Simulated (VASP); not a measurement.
# Br (P1) in VASP: single point with PBE

Aim: the single point of Br with PBE.

Everything below comes from runs of VASP 6.6.1. Logs are shortened: lines on timing, memory, paths and dates and some standing lists are left out, and cuts for length are marked.

## (1) The cell of the first run

The typed cell holds 4 atoms: a = 4.106 Å, b = 4.092 Å, c = 8.836 Å, α = 89.65°, β = 90.03°, γ = 67.94°.

## (2) Single point, PBE (atoms moved at random and the cell strained at random)

Contents of INCAR:

```
SYSTEM = Br
ALGO     = Normal         ! electronic algorithm
EDIFF    = 1E-6           ! SCF threshold, eV
ENCUT    = 520            ! plane-wave cutoff, eV
GGA      = PE             ! functional
ISIF     = 2              ! what is computed and relaxed
ISMEAR   = 0              ! smearing method
LASPH    = .True.         ! aspherical terms in the spheres
LCHARG   = .True.         ! write CHGCAR
LELF     = .True.         ! ELF
LREAL    = .False.        ! projectors in reciprocal space
LVHAR    = .True.       
LWAVE    = .False.        ! write WAVECAR
NBANDS   = 22             ! bands
NELM     = 100            ! most SCF steps
PREC     = Accurate       ! precision mode
SIGMA    = 0.02           ! smearing width, eV
```

Contents of KPOINTS:

```
k-points
0
Gamma
  8 8 4
  0 0 0
```

Contents of POSCAR:

```
Br
1.0
    3.4033651500     -2.2965135000     -0.0009275500
    3.3950323500      2.2841073000      0.0123332500
    0.0149112000      0.0258112000      8.8364120000
Br
4
Direct
    0.1387579581      0.8289811724      0.1125573394
    0.6424646906      0.3578441549      0.3828222477
    0.8594804863      0.1510742363      0.8931834862
    0.3592968650      0.6621004364      0.6114380734
```

Potentials or basis: VASP PAW PBE potentials, release 64 (Br).

Command:

```sh
> cat potpaw_PBE.64/Br/POTCAR > POTCAR
> mpirun -np 1 vasp_std > vasp.out
```

OUTCAR:

```text
SYSTEM = Br
   EDIFF = 1E-6
   ENCUT = 520
   GGA = PE
   ISIF = 2
   ISMEAR = 0
   LASPH = .True.
   LREAL = .False.
   NELM = 100
   PREC = Accurate

 ion  position               nearest neighbor table
   1  0.139  0.829  0.113-   3 2.38
   2  0.642  0.358  0.383-   4 2.43
   3  0.859  0.151  0.893-   1 2.38
   4  0.359  0.662  0.611-   2 2.43

  LATTYP: Found a triclinic cell.
 ALAT       =     4.5806475741
 B/A-ratio  =     0.8963168947
 C/A-ratio  =     1.9290858193
 COS(alpha) =     0.0004609631
 COS(beta)  =     0.0058128466
 COS(gamma) =     0.5608513304

  Lattice vectors:

 A1 = (  -0.0083328000,   4.5806208000,   0.0132608000)
 A2 = (  -3.4033651500,   2.2965135000,   0.0009275500)
 A3 = (   0.0149112000,   0.0258112000,   8.8364120000)

Analysis of symmetry for initial positions (statically):
=====================================================================
 Subroutine PRICEL returns:
 Original cell was already a primitive cell.

 Routine SETGRP: Setting up the symmetry group for a
 triclinic supercell.

 Subroutine GETGRP returns: Found  1 space group operations
 (whereof  1 operations were pure point group operations)
 out of a pool of  2 trial point group operations.

The static configuration has the point symmetry C_1 .

Analysis of symmetry for dynamics (positions and initial velocities):
=====================================================================
 Subroutine PRICEL returns:
 Original cell was already a primitive cell.

 Routine SETGRP: Setting up the symmetry group for a
 triclinic supercell.

 Subroutine GETGRP returns: Found  1 space group operations
 (whereof  1 operations were pure point group operations)
 out of a pool of  2 trial point group operations.

The dynamic configuration has the point symmetry C_1 .

 Subroutine INISYM returns: Found  1 space group operations
 (whereof  1 operations are pure point group operations),
 and found     1 'primitive' translations

----------------------------------------------------------------------------------------

                                     Primitive cell

  volume of cell :     137.5848

  direct lattice vectors                    reciprocal lattice vectors
     3.403365150 -2.296513500 -0.000927550     0.146694930 -0.218045288  0.000389368
     3.395032350  2.284107300  0.012333250     0.147493860  0.218581901 -0.000887371
     0.014911200  0.025811200  8.836412000    -0.000190463 -0.000327969  0.113169384

  length of vectors
     4.105711809  4.091887453  8.836462278     0.262798976  0.263691627  0.113170020

  position of ions in fractional coordinates (direct lattice)
     0.138757958  0.828981172  0.112557339
     0.642464691  0.357844155  0.382822248
     0.859480486  0.151074236  0.893183486
     0.359296865  0.662100436  0.611438073

  ion indices of the primitive-cell ions
   primitive index   ion index
                 1           1
                 2           2
                 3           3
                 4           4

----------------------------------------------------------------------------------------

 KPOINTS: k-points

Automatic generation of k-mesh.
 Grid dimensions read from file:
 generate k-points for:    8    8    4

 Generating k-lattice:

  Cartesian coordinates                     Fractional coordinates (reciprocal lattice)
     0.018336866 -0.027255661  0.000048671     0.125000000 -0.000000000 -0.000000000
     0.018436733  0.027322738 -0.000110921    -0.000000000  0.125000000 -0.000000000
    -0.000047616 -0.000081992  0.028292346     0.000000000  0.000000000  0.250000000

  Length of vectors
     0.032849872  0.032961453  0.028292505

  Shift w.r.t. Gamma in fractional coordinates (k-lattice)
     0.000000000  0.000000000  0.000000000

 Subroutine IBZKPT returns following result:
 ===========================================

 Found    132 irreducible k-points:

 Following reciprocal coordinates:
            Coordinates               Weight
  0.000000  0.000000  0.000000      1.000000
  0.125000  0.000000  0.000000      2.000000
  0.250000  0.000000  0.000000      2.000000
  0.375000  0.000000  0.000000      2.000000
  0.500000  0.000000  0.000000      1.000000
 -0.000000  0.125000  0.000000      2.000000
[... 16 lines left out ...]
  0.125000  0.375000 -0.000000      2.000000
  0.250000  0.375000 -0.000000      2.000000
 [... further k-points ...]
   k-points           NKPTS =    132   k-points in BZ     NKDIM =    132   number of bands    NBANDS=     22
   number of dos      NEDOS =    301   number of ions     NIONS =      4
   total plane-waves  NPLWV =  67200
   dimension x,y,z NGX =    32 NGY =   30 NGZ =   70
   dimension x,y,z NGXF=    64 NGYF=   60 NGZF=  140
   ions per type =               4
   NGX,Y,Z   is equivalent  to a cutoff of  12.96, 12.19, 13.17 a.u.
   NGXF,Y,Z  is equivalent  to a cutoff of  25.91, 24.38, 26.34 a.u.
 SYSTEM =  Br
   PREC   = accura    normal or accurate (medium, high low for compatibility)
   ISTART =      0    job   : 0-new  1-cont  2-samecut
   ICHARG =      2    charge: 1-file 2-atom 10-const
   ISPIN  =      1    spin polarized calculation?
   LNONCOLLINEAR =      F non collinear calculations
   LSORBIT =      F    spin-orbit coupling
   LASPH  =      T    aspherical Exc in radial PAW
   ENCUT  =  520.0 eV  38.22 Ry    6.18 a.u.   7.63  7.61 16.43*2*pi/ulx,y,z
   NELM   =    100;   NELMIN=  2; NELMDL= -5     # of ELM steps
   EDIFF  = 0.1E-05   stopping-criterion for ELM
   LREAL  =      F    real-space projection
   EDIFFG = 0.1E-04   stopping-criterion for IOM
   NSW    =      0    number of steps for IOM
   IBRION =     -1    ionic relax: 0-MD 1-quasi-New 2-CG
   NFREE  =      0    steps in history (QN), initial steepest desc. (CG)
   ISIF   =      2    stress and relaxation
   ISYM   =      2    0-nonsym 1-usesym 2-fastsym
   POTIM  = 0.5000    time-step for ionic-motion
   TEBEG  =    0.0;   TEEND  =   0.0 temperature during run
   PSTRESS=    0.0 pullay stress
   NELECT =      28.0000    total number of electrons
   NUPDOWN=      -1.0000    fix difference up-down
   EMIN   =  10.00;   EMAX   =-10.00  energy-range for DOS
   EFERMI =   0.00;   METHOD = LEGACY
   ISMEAR =     0;   SIGMA  =   0.02  broadening in eV -4-tet -1-fermi 0-gaus
   EFERMI_NEDOS =   21; number of points for ismear=-14 and -15
   IALGO  =     38    algorithm
   IMIX   =      4    mixing-type and parameters
     AMIX     =   0.40;   BMIX     =  1.00
     AMIX_MAG =   1.60;   BMIX_MAG =  1.00
  volume/ion in A,a.u.               =      34.40       232.12
  Fermi-wavevector in a.u.,A,eV,Ry     =   0.962951  1.819713 12.616327  0.927274
  Thomas-Fermi vector in A             =   2.092454
   LORBIT       =      0    0 simple, 1 ext, 2 COOP (PROOUT), +10 PAW based schemes
   GGA     = PE    functional components
   LHFCALC =     F    Hartree Fock is set to
   AEXX    =    0.0000 exact exchange contribution
   IVDW    =     0    specifies the selected vdW correction
   LEPSILON=     F    determine dielectric tensor
   LRPA    =     F    only Hartree local field effects (RPA)
 non-spin polarized calculation
 Gauss-broadening in eV      SIGMA  =   0.02
  energy-cutoff  :      520.00
  volume of cell :      137.58
 maximum number of plane-waves:      3737
   NGX = 15   NGY = 15   NGZ = 33

 number of electron      27.9999999 magnetization

 Free energy of the ion-electron system (eV)
  ---------------------------------------------------
  ext. energy  EPLUGINS =         0.00000000
  ---------------------------------------------------
  free energy    TOTEN  =        -6.38936722 eV

  energy without entropy =       -6.38936722  energy(sigma->0) =       -6.38936722

 E-fermi :  -0.3903     XC(G=0):  -7.8511

 val. band max:       -0.4813081095   @ k =  -0.0000   0.5000   0.5000
 cond. band min:       0.8753661676   @ k =  -0.0000   0.1250   0.0000
 fundamental gap:      1.3566742771
 Fermi energy:        -0.3902927154

 k-point     1 :       0.0000    0.0000    0.0000
  band No.  band energies     occupation
      1     -15.9773      2.00000
      2     -15.5188      2.00000
      3     -13.7249      2.00000
      4     -13.0575      2.00000
      5      -5.0398      2.00000
      6      -4.1039      2.00000
[... 14 lines left out ...]
     21       8.5382      0.00000
     22       9.1993      0.00000

 k-point     2 :       0.1250    0.0000    0.0000
  band No.  band energies     occupation
      1     -15.9435      2.00000
      2     -15.5051      2.00000
      3     -13.7012      2.00000
      4     -13.0869      2.00000
      5      -5.0435      2.00000
      6      -4.1745      2.00000
[... 14 lines left out ...]
     21       8.6384      0.00000
     22       8.9094      0.00000

 k-point     3 :       0.2500    0.0000    0.0000
  band No.  band energies     occupation
      1     -15.8562      2.00000
      2     -15.4743      2.00000
      3     -13.6351      2.00000
      4     -13.1694      2.00000
      5      -5.0604      2.00000
      6      -4.3949      2.00000
[... 14 lines left out ...]
     21       8.6573      0.00000
     22       9.1425      0.00000

 k-point     4 :       0.3750    0.0000    0.0000
  band No.  band energies     occupation
      1     -15.7577      2.00000
      2     -15.4499      2.00000
      3     -13.5384      2.00000
      4     -13.2866      2.00000
      5      -5.0652      2.00000
      6      -4.7001      2.00000
[... 14 lines left out ...]
     21       8.9954      0.00000
     22       9.9857      0.00000

 k-point     5 :       0.5000    0.0000    0.0000
  band No.  band energies     occupation
      1     -15.7117      2.00000
      2     -15.4435      2.00000
      3     -13.4410      2.00000
      4     -13.3938      2.00000
      5      -5.0166      2.00000
      6      -4.8929      2.00000
[... 14 lines left out ...]
     21       9.7975      0.00000
     22       9.8267      0.00000

 k-point     6 :      -0.0000    0.1250    0.0000
  band No.  band energies     occupation
      1     -15.9409      2.00000
      2     -15.5029      2.00000
      3     -13.7033      2.00000
      4     -13.0896      2.00000
      5      -5.0488      2.00000
      6      -4.1808      2.00000
[... 14 lines left out ...]
     21       8.6768      0.00000
     22       8.9541      0.00000

 k-point     7 :       0.1250    0.1250    0.0000
  band No.  band energies     occupation
      1     -15.9447      2.00000
      2     -15.4946      2.00000
      3     -13.7014      2.00000
      4     -13.0579      2.00000
      5      -5.0175      2.00000
      6      -4.1409      2.00000
[... 324 lines left out ...]
      6      -4.8142      2.00000
[... 14 lines left out ...]
     21       9.2178      0.00000
     22       9.6911      0.00000

 k-point    21 :      -0.1250    0.2500   -0.0000
  band No.  band energies     occupation
      1     -15.7737      2.00000
      2     -15.4566      2.00000
      3     -13.5777      2.00000
      4     -13.2819      2.00000
      5      -5.1018      2.00000
      6      -4.6372      2.00000
[... 14 lines left out ...]
     21       8.9382      0.00000
     22       9.5147      0.00000

 k-point    22 :      -0.0000    0.3750   -0.0000
  band No.  band energies     occupation
      1     -15.7394      2.00000
      2     -15.4377      2.00000
      3     -13.5542      2.00000
      4     -13.3028      2.00000
      5      -5.1008      2.00000
      6      -4.7239      2.00000
[... 14 lines left out ...]
     21       8.9168      0.00000
     22      10.0888      0.00000

 k-point    23 :       0.1250    0.3750   -0.0000
  band No.  band energies     occupation
      1     -15.7825      2.00000
      2     -15.4247      2.00000
      3     -13.5975      2.00000
      4     -13.1928      2.00000
      5      -5.0520      2.00000
      6      -4.5054      2.00000
[... 14 lines left out ...]
     21       9.0370      0.00000
     22       9.2782      0.00000

 k-point    24 :       0.2500    0.3750   -0.0000
  band No.  band energies     occupation
      1     -15.7981      2.00000
      2     -15.3998      2.00000
      3     -13.6035      2.00000
      4     -13.0997      2.00000
      5      -4.9635      2.00000
      6      -4.3428      2.00000
[... 14 lines left out ...]
     21       8.4884      0.00000
     22       9.0420      0.00000

 [... further k-points ...]

------------------------ aborting loop because EDIFF is reached ----------------------------------------

  FORCE on cell =-STRESS in cart. coord.  units (eV):
  Direction    XX          YY          ZZ          XY          YZ          ZX
  --------------------------------------------------------------------------------------
  -------------------------------------------------------------------------------------
  Total        1.0739696     -1.0952021     -2.1397436     -0.0552151     -0.6598240     -0.0274353
  in kB       12.5063925    -12.7536451    -24.9173477     -0.6429810     -7.6836609     -0.3194842
  external PRESSURE =      -8.3882001 kB  Pullay stress =       0.0000000 kB

 VOLUME and BASIS-vectors are now :
 -----------------------------------------------------------------------------
  energy-cutoff  :      520.00
  volume of cell :      137.58
      direct lattice vectors                 reciprocal lattice vectors
     3.403365150 -2.296513500 -0.000927550     0.146694930 -0.218045288  0.000389368
     3.395032350  2.284107300  0.012333250     0.147493860  0.218581901 -0.000887371
     0.014911200  0.025811200  8.836412000    -0.000190463 -0.000327969  0.113169384

 POSITION                                       TOTAL-FORCE (eV/Angst)
 -----------------------------------------------------------------------------------
      3.28834      1.57773      1.00470         0.113035      0.198611      0.073781
      3.40714     -0.64819      3.38659         0.007800      0.428607      0.428705
      3.45135     -1.60568      7.89360        -0.070963     -0.220256     -0.104956
      3.47979      0.70296      5.41075        -0.049872     -0.406962     -0.397531
 -----------------------------------------------------------------------------------
    total drift:                                0.000023     -0.000226     -0.000200

  FREE ENERGIE OF THE ION-ELECTRON SYSTEM (eV)
  ---------------------------------------------------
  free  energy   TOTEN  =        -6.3893672203 eV

  energy  without entropy=       -6.3893672203  energy(sigma->0) =       -6.38936722
```

It took 4.5 min on 1 thread of Oxide Virtual Turin-like, shared host; peak memory 0.4 GiB.

What came out:

```
Free energy            : -6.3894 eV
Pressure               : -0.8 GPa
Largest force          : 0.606 eV/Å
Band gap on the k mesh : 1.36 eV (least direct gap 1.49 eV)
```

Forces on the atoms (eV/Å):
```
Br   0.113  0.199  0.074
Br   0.008  0.429  0.429
Br  -0.071 -0.220 -0.105
Br  -0.050 -0.407 -0.398
```

Caveat: the cell differs from its parent crystal (atoms moved at random and the cell strained at random); this functional lacks dispersion, which holds the molecules together, so the pressure and a relaxed volume are unreliable.
